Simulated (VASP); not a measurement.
A run of VASP 6.6.1 is set up as follows.

File INCAR:

```
SYSTEM = SiGe
PREC = Accurate
ENCUT = 520
EDIFF = 1E-6
ISMEAR = 0
SIGMA = 0.03
LREAL = .False.
LASPH = .True.
NELM = 100
ALGO = Normal
ISIF = 2
LWAVE = .False.
LCHARG = .False.
GGA = PS
NBANDS = 26
```

The input KPOINTS:

```
Automatic mesh
0
Gamma
  12 12 6
  0 0 0
```

POSCAR

```
SiGe
1.0
    3.9044512986      0.0000000000      0.0000000000
   -1.9522256493      3.3813540124      0.0000000000
    0.0000000000      0.0000000000      6.4507830000
Si Ge
2 2
Direct
    0.6666666667      0.3333333333      0.8746070000
    0.3333333333      0.6666666667      0.3746070000
    0.6666666667      0.3333333333      0.5003920000
    0.3333333333      0.6666666667      0.0003920000
```

Potentials or basis: VASP PAW PBE potentials, release 64 (Si, Ge_d).

Launch:

```sh
$ cat potpaw_PBE.64/Si/POTCAR potpaw_PBE.64/Ge_d/POTCAR > POTCAR
$ mpirun -np 1 vasp_std > vasp.out
```

Question: What does it give for the largest force?

Answer: 0.010 eV/Å.

Question: What does it give for the pressure?

Answer: -0.3 GPa.

Forces on the atoms (eV/Å):
```
Si   0.000  0.000 -0.010
Si   0.000  0.000 -0.010
Ge   0.000  0.000  0.010
Ge   0.000  0.000  0.010
```

Caveat: the PAW data sets were made with another functional, which shifts forces and pressure a little.
